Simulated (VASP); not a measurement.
**SnS2: single point with PBEsol**

The system is SnS2.

```
Sn S
1.0
     3.65104    0.00000    0.00000
    -1.82552    3.16190    0.00000
     0.00000    0.00000    6.06161
Sn S
1 2
Direct
  0.00000 0.00000 0.00000
  0.33333 0.66667 0.24316
  0.66667 0.33333 0.75684
```

```
Program                : VASP 6.6.1
Task                   : single point
Functional             : PBEsol
Potentials or basis    : VASP PAW PBE potentials, release 64 (Sn_d, S)
Cutoff                 : 500 eV
k mesh                 : 12 × 12 × 6
Occupations            : gaussian, width 0.02 eV
Spin                   : no spin polarisation
Dipole correction      : no
Further INCAR settings : ALGO = Normal; EDIFF = 1e-06; NBANDS = 20
```

The pressure is -0.1 GPa and the band gap on the k mesh is 1.44 eV (least direct gap 1.84 eV).

Levels at points of the mesh, in eV from the valence-band top:
| k point | band 11 | band 12 | band 13 | band 14 | band 15 | band 16 |
| --- | --- | --- | --- | --- | --- | --- |
| (0.00, 0.00, 0.00) | -0.21 | -0.21 | -0.05 | 1.97 | 3.66 | 5.44 |
| (0.50, 0.00, 0.00) | -2.41 | -0.85 | -0.21 | 1.68 | 4.48 | 6.00 |
| (0.00, 0.00, 0.50) | -0.59 | -0.12 | -0.12 | 3.05 | 3.70 | 5.25 |
| (0.50, 0.00, 0.50) | -1.80 | -0.61 | -0.47 | 1.47 | 4.69 | 5.58 |

Wall time 3.4 min on 1 thread of Intel Xeon 8259CL, on a shared host, peak memory 0.27 GiB.

Caveat: the PAW data sets were made with another functional, which shifts forces and pressure a little; spin-orbit coupling is left out, which moves the levels of the heavy elements; this functional lacks dispersion, which binds the layers, so the pressure and a relaxed spacing across them are unreliable. A k mesh can miss the band edges.
